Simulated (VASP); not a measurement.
# Be2Se (P6/mmm) in VASP: notebook, part 2 of 2

VASP 6.6.1. The steps go on from the part before.

### 7 Relaxation of cell and atoms, PBE

The input, INCAR:

```
SYSTEM = Be2Se
PREC = Accurate
ENCUT = 600
EDIFF = 1E-6
ISMEAR = 0
SIGMA = 0.1
LREAL = .FALSE.
LASPH = .TRUE.
NELM = 80
ALGO = Normal
ISIF = 3
LWAVE = .FALSE.
LCHARG = .FALSE.
GGA = PE
IBRION = 2
NSW = 100
EDIFFG = -0.01
```

The input, KPOINTS:

```
regular mesh
0
G
  12 12 18
  0 0 0
```

The input, POSCAR:

```
Be2Se
1.0
    4.3837544700      0.0000000000      0.0000000000
   -2.1918772300      3.7964427300      0.0000000000
    0.0000000000      0.0000000000      2.6061071900
Be Se
2 1
Direct
    0.6666666700      0.3333333300      0.5000000000
    0.3333333300      0.6666666700      0.5000000000
    0.0000000000      0.0000000000      0.0000000000
```

Potentials or basis: VASP PAW PBE potentials, release 64 (Be, Se).

On the command line:

```console
> cat potpaw_PBE.64/Be/POTCAR potpaw_PBE.64/Se/POTCAR > POTCAR
> mpirun -np 1 vasp_std > vasp.out
```

OUTCAR:

```text
SYSTEM = Be2Se
   PREC = Accurate
   ENCUT = 600
   EDIFF = 1E-6
   ISMEAR = 0
   LREAL = .FALSE.
   LASPH = .TRUE.
   NELM = 80
   ISIF = 3
   GGA = PE
   IBRION = 2
   NSW = 100
   EDIFFG = -0.01

 ion  position               nearest neighbor table
   1  0.667  0.333  0.500-
   2  0.333  0.667  0.500-
   3  0.000  0.000  0.000-

  LATTYP: Found a hexagonal cell.
 ALAT       =     4.3837544700
 C/A-ratio  =     0.5944920519

  Lattice vectors:

 A1 = (   4.3837544700,   0.0000000000,   0.0000000000)
 A2 = (  -2.1918772300,   3.7964427300,   0.0000000000)
 A3 = (   0.0000000000,   0.0000000000,   2.6061071900)

Analysis of symmetry for initial positions (statically):
=====================================================================
 Subroutine PRICEL returns:
 Original cell was already a primitive cell.

 Routine SETGRP: Setting up the symmetry group for a
 hexagonal supercell.

 Subroutine GETGRP returns: Found 24 space group operations
 (whereof 24 operations were pure point group operations)
 out of a pool of 24 trial point group operations.

The static configuration has the point symmetry D_6h.

Analysis of symmetry for dynamics (positions and initial velocities):
=====================================================================
 Subroutine PRICEL returns:
 Original cell was already a primitive cell.

 Routine SETGRP: Setting up the symmetry group for a
 hexagonal supercell.

 Subroutine GETGRP returns: Found 24 space group operations
 (whereof 24 operations were pure point group operations)
 out of a pool of 24 trial point group operations.

The dynamic configuration has the point symmetry D_6h.

 Subroutine INISYM returns: Found 24 space group operations
 (whereof 24 operations are pure point group operations),
 and found     1 'primitive' translations

----------------------------------------------------------------------------------------

                                     Primitive cell

  volume of cell :      43.3726

  direct lattice vectors                    reciprocal lattice vectors
     4.383754470  0.000000000  0.000000000     0.228114966  0.131702237  0.000000000
    -2.191877230  3.796442730  0.000000000     0.000000000  0.263404474  0.000000000
     0.000000000  0.000000000  2.606107190     0.000000000  0.000000000  0.383714071

  length of vectors
     4.383754470  4.383754463  2.606107190     0.263404473  0.263404474  0.383714071

  position of ions in fractional coordinates (direct lattice)
     0.666666670  0.333333330  0.500000000
     0.333333330  0.666666670  0.500000000
     0.000000000  0.000000000  0.000000000

  ion indices of the primitive-cell ions
   primitive index   ion index
                 1           1
                 2           2
                 3           3

----------------------------------------------------------------------------------------

 KPOINTS: regular mesh

Automatic generation of k-mesh.
 Grid dimensions read from file:
 generate k-points for:   12   12   18

 Generating k-lattice:

  Cartesian coordinates                     Fractional coordinates (reciprocal lattice)
     0.019009580  0.010975186  0.000000000     0.083333333  0.000000000  0.000000000
     0.000000000  0.021950373  0.000000000     0.000000000  0.083333333  0.000000000
     0.000000000  0.000000000  0.021317448     0.000000000  0.000000000  0.055555556

  Length of vectors
     0.021950373  0.021950373  0.021317448

  Shift w.r.t. Gamma in fractional coordinates (k-lattice)
     0.000000000  0.000000000  0.000000000

 Subroutine IBZKPT returns following result:
 ===========================================

 Found    190 irreducible k-points:

 Following reciprocal coordinates:
            Coordinates               Weight
  0.000000  0.000000  0.000000      1.000000
  0.083333  0.000000  0.000000      6.000000
  0.166667  0.000000  0.000000      6.000000
  0.250000  0.000000  0.000000      6.000000
  0.333333  0.000000  0.000000      6.000000
  0.416667  0.000000  0.000000      6.000000
[... 16 lines left out ...]
  0.250000  0.000000  0.055556     12.000000
  0.333333  0.000000  0.055556     12.000000
 [... further k-points ...]
   k-points           NKPTS =    190   k-points in BZ     NKDIM =    190   number of bands    NBANDS=      9
   number of dos      NEDOS =    301   number of ions     NIONS =      3
   total plane-waves  NPLWV =  31104
   dimension x,y,z NGX =    36 NGY =   36 NGZ =   24
   dimension x,y,z NGXF=    72 NGYF=   72 NGZF=   48
   ions per type =               2   1
   NGX,Y,Z   is equivalent  to a cutoff of  13.65, 13.65, 15.31 a.u.
   NGXF,Y,Z  is equivalent  to a cutoff of  27.30, 27.30, 30.62 a.u.
 SYSTEM =  Be2Se
   PREC   = accura    normal or accurate (medium, high low for compatibility)
   ISTART =      0    job   : 0-new  1-cont  2-samecut
   ICHARG =      2    charge: 1-file 2-atom 10-const
   ISPIN  =      1    spin polarized calculation?
   LNONCOLLINEAR =      F non collinear calculations
   LSORBIT =      F    spin-orbit coupling
   LASPH  =      T    aspherical Exc in radial PAW
   ENCUT  =  600.0 eV  44.10 Ry    6.64 a.u.   8.76  8.76  5.21*2*pi/ulx,y,z
   NELM   =     80;   NELMIN=  2; NELMDL= -5     # of ELM steps
   EDIFF  = 0.1E-05   stopping-criterion for ELM
   LREAL  =      F    real-space projection
   EDIFFG = -.1E-01   stopping-criterion for IOM
   NSW    =    100    number of steps for IOM
   IBRION =      2    ionic relax: 0-MD 1-quasi-New 2-CG
   NFREE  =      1    steps in history (QN), initial steepest desc. (CG)
   ISIF   =      3    stress and relaxation
   ISYM   =      2    0-nonsym 1-usesym 2-fastsym
   POTIM  = 0.5000    time-step for ionic-motion
   TEBEG  =    0.0;   TEEND  =   0.0 temperature during run
   PSTRESS=    0.0 pullay stress
   NELECT =      10.0000    total number of electrons
   NUPDOWN=      -1.0000    fix difference up-down
   EMIN   =  10.00;   EMAX   =-10.00  energy-range for DOS
   EFERMI =   0.00;   METHOD = LEGACY
   ISMEAR =     0;   SIGMA  =   0.10  broadening in eV -4-tet -1-fermi 0-gaus
   EFERMI_NEDOS =   21; number of points for ismear=-14 and -15
   IALGO  =     38    algorithm
   IMIX   =      4    mixing-type and parameters
     AMIX     =   0.40;   BMIX     =  1.00
     AMIX_MAG =   1.60;   BMIX_MAG =  1.00
  volume/ion in A,a.u.               =      14.46        97.56
  Fermi-wavevector in a.u.,A,eV,Ry     =   1.003852  1.897005 13.710849  1.007719
  Thomas-Fermi vector in A             =   2.136430
   LORBIT       =      0    0 simple, 1 ext, 2 COOP (PROOUT), +10 PAW based schemes
   GGA     = PE    functional components
   LHFCALC =     F    Hartree Fock is set to
   AEXX    =    0.0000 exact exchange contribution
   IVDW    =     0    specifies the selected vdW correction
   LEPSILON=     F    determine dielectric tensor
   LRPA    =     F    only Hartree local field effects (RPA)
 conjugate gradient relaxation of ions
 non-spin polarized calculation
 Gauss-broadening in eV      SIGMA  =   0.10
  energy-cutoff  :      600.00
  volume of cell :       43.37
 maximum number of plane-waves:      1474
 NGX is ok and might be reduce to    36
   NGX = 17   NGY = 17   NGZ = 11

--------------------------------------- Ionic step        1  -------------------------------------------

 number of electron      10.0000000 magnetization

 Free energy of the ion-electron system (eV)
  ---------------------------------------------------
  ext. energy  EPLUGINS =         0.00000000
  ---------------------------------------------------
  free energy    TOTEN  =        -8.00524902 eV

  energy without entropy =       -7.99829101  energy(sigma->0) =       -8.00177002

 E-fermi :   5.5316     XC(G=0):  -9.9895

 val. band max:        5.5269355568   @ k =   0.4167   0.0833   0.5000
 cond. band min:       5.5366121728   @ k =   0.3333   0.2500   0.2222
 fundamental gap:      0.0096766160
 Fermi energy:         5.5316042181

 k-point     1 :       0.0000    0.0000    0.0000
  band No.  band energies     occupation
      1     -10.5237      2.00000
      2       0.6310      2.00000
      3       0.6310      2.00000
      4       1.0777      2.00000
      5       4.2496      2.00000
      6       4.2496      2.00000
      7       7.0714      0.00000
      8       8.8577      0.00000
      9      15.3683      0.00000
[... 380 lines left out ...]
  FREE ENERGIE OF THE ION-ELECTRON SYSTEM (eV)
  ---------------------------------------------------
  free  energy   TOTEN  =        -8.4231246614 eV

  energy  without entropy=       -8.4162202418  energy(sigma->0) =       -8.41967245

[... ionic steps 4 to 15 ...]

--------------------------------------- Ionic step       16  -------------------------------------------

 number of electron      10.0000000 magnetization

------------------------ aborting loop because EDIFF is reached ----------------------------------------
[... 69 lines left out ...]
--------------------------------------- Ionic step       18  -------------------------------------------

 number of electron      10.0000000 magnetization

 Free energy of the ion-electron system (eV)
  ---------------------------------------------------
  ext. energy  EPLUGINS =         0.00000000
  ---------------------------------------------------
  free energy    TOTEN  =        -9.21171334 eV

  energy without entropy =       -9.20703913  energy(sigma->0) =       -9.20937623

 E-fermi :   6.0061     XC(G=0): -10.2342

 val. band max:        5.9968699512   @ k =   0.3333   0.2500   0.0000
 cond. band min:       6.0076364582   @ k =   0.1667   0.0000   0.4444
 fundamental gap:      0.0107665070
 Fermi energy:         6.0061422350

 k-point     1 :       0.0000    0.0000    0.0000
  band No.  band energies     occupation
      1      -9.4237      2.00000
      2       2.5443      2.00000
      3       3.5015      2.00000
      4       3.6047      2.00000
      5       3.6047      2.00000
      6       6.6418      0.00000
      7       6.6418      0.00000
      8      10.0599      0.00000
      9      12.7919      0.00000
[... 306 lines left out ...]
  FREE ENERGIE OF THE ION-ELECTRON SYSTEM (eV)
  ---------------------------------------------------
  free  energy   TOTEN  =        -9.2117133371 eV

  energy  without entropy=       -9.2070391287  energy(sigma->0) =       -9.20937623

 reached required accuracy - stopping structural energy minimisation
```

CONTCAR:

```text
Be2Se
   1.00000000000000
     3.6614298871802426   -0.0000000011761880    0.0000000000000000
    -1.8307149404325949    3.1708912949341559    0.0000000000000001
     0.0000000000000000   -0.0000000000000001    3.4374714009358533
  Be              Se
     2     1
Direct
     0.6666666699999979    0.3333333300000021    0.5000000000000000
     0.3333333300000021    0.6666666699999979    0.5000000000000000
     1.0000000000000000    0.0000000000000000    0.0000000000000000

  0.00000000E+00  0.00000000E+00  0.00000000E+00
  0.00000000E+00  0.00000000E+00  0.00000000E+00
  0.00000000E+00  0.00000000E+00  0.00000000E+00
```

Wall time 4.1 min (1 thread of Intel Xeon 6975P-C (Granite Rapids), shared host); peak memory 0.28 GiB.

What came out:

```yaml
Free_energy: -9.2117 eV
Relaxed_volume: 13.30 Å³/atom
Relaxed_cell: a = 3.661 Å, b = 3.661 Å, c = 3.437 Å, α = 90.00°, β = 90.00°, γ = 120.00°
Space_group_after_relaxing_to_0.1_Å: P6/mmm (No. 191)
Energy_gained_by_relaxing: 402.2 meV/atom
Ionic_steps: 18
Pressure_after_relaxing: 0.1 GPa
Band_gap_on_the_k_mesh: zero (bands 5 and 6 overlap by 4.59 eV)
```

Step by step:
| step | energy change (eV) | largest force (eV/Å) | pressure (GPa) | volume (Å³) |
| --- | --- | --- | --- | --- |
| 1 | 0.0000 | 0.0000 | -3.29 | 43.37 |
| 2 | -0.1625 | 0.0000 | -2.44 | 41.48 |
| 3 | -0.4179 | 0.0000 | 3.11 | 38.14 |
| 4 | -0.5818 | 0.0000 | 26.45 | 31.17 |
| 5 | -0.6489 | 0.0000 | 11.64 | 34.95 |
| 6 | -0.7031 | 0.0000 | 18.20 | 33.07 |
| 7 | -0.7753 | 0.0000 | 18.01 | 33.05 |
| 8 | -0.8438 | 0.0000 | 19.13 | 32.92 |
| 9 | -0.9259 | 0.0000 | 16.25 | 33.67 |
| 10 | -1.1037 | 0.0000 | 8.88 | 35.97 |
| 11 | -1.2016 | 0.0000 | -1.61 | 40.90 |
| 12 | -1.2064 | 0.0000 | -0.14 | 40.03 |
| 13 | -1.2064 | 0.0000 | 0.12 | 39.88 |
| 14 | -1.2064 | 0.0000 | 0.12 | 39.88 |
| 15 | -1.2064 | 0.0000 | 0.12 | 39.88 |
| 16 | -1.2064 | 0.0000 | 0.13 | 39.89 |
| 17 | -1.2064 | 0.0000 | 0.12 | 39.89 |
| 18 | -1.2065 | 0.0000 | 0.09 | 39.91 |

Final structure:
```cif
data_structure
_symmetry_space_group_name_H-M 'P 1'
_symmetry_Int_Tables_number 1
_cell_length_a 3.6614
_cell_length_b 3.6614
_cell_length_c 3.4375
_cell_angle_alpha 90.000
_cell_angle_beta 90.000
_cell_angle_gamma 120.000
_cell_volume 39.91
loop_
_atom_site_label
_atom_site_type_symbol
_atom_site_fract_x
_atom_site_fract_y
_atom_site_fract_z
_atom_site_occupancy
Be1 Be 0.66667 0.33333 0.50000 1
Be2 Be 0.33333 0.66667 0.50000 1
Se1 Se 0.00000 0.00000 0.00000 1
```

Levels at points of the mesh, in eV from the Fermi level:
```tsv
k point	band 1	band 2	band 3	band 4	band 5	band 6	band 7	band 8	band 9
(0.00, 0.00, 0.00)	-15.43	-3.46	-2.50	-2.40	-2.40	0.64	0.64	4.05	6.79
(0.50, 0.00, 0.00)	-14.29	-8.05	-4.43	-1.69	-1.65	2.47	3.20	3.29	4.04
(0.00, 0.00, 0.50)	-14.41	-8.70	-1.27	-1.27	1.21	1.75	1.75	3.43	4.52
(0.50, 0.00, 0.50)	-13.34	-6.95	-6.28	-3.92	-2.33	-0.63	1.47	2.38	8.28
```

Caveat: a cell axis changed by over 15 % at a fixed basis, so the end point is rough.

### 8 Summary

| task | cell | k mesh | cutoff (eV) | gap on the mesh (eV) | pressure (GPa) | relaxed volume (Å³/atom) |
| --- | --- | --- | --- | --- | --- | --- |
| single point | a = 4.384, b = 4.384, c = 2.606 Å, angles 90.0, 90.0, 120.0°, 3 atoms | 6 × 6 × 6 | 520 | none | -2.0 | - |
| single point | a = 3.663, b = 3.663, c = 3.434 Å, angles 90.0, 90.0, 120.0°, 3 atoms | 12 × 12 × 14 | 520 | none | 0.1 | - |
| single point | a = 3.662, b = 3.662, c = 3.438 Å, angles 90.0, 90.0, 120.0°, 3 atoms | 12 × 12 × 18 | 520 | none | 0.1 | - |
| relaxation of cell and atoms | relaxed from a = 3.662, b = 3.662, c = 3.438 Å, angles 90.0, 90.0, 120.0°, 3 atoms | 12 × 12 × 14 | 600 | none | 0.0 | 13.32 |
| relaxation of cell and atoms | relaxed from a = 4.384, b = 4.384, c = 2.606 Å, angles 90.0, 90.0, 120.0°, 3 atoms | 12 × 12 × 18 | 600 | none | 0.1 | 13.30 |

Alike in all rows: level PBE; potentials or basis VASP PAW PBE potentials, release 64 (Be, Se); no spin polarisation; smearing gaussian 0.1 eV.

Caveats: some runs use coarse meshes; a cell axis changed by over 15 % at a fixed basis, so the end point is rough (at least some runs).

Absolute energies hang on the potentials; compare differences alone.
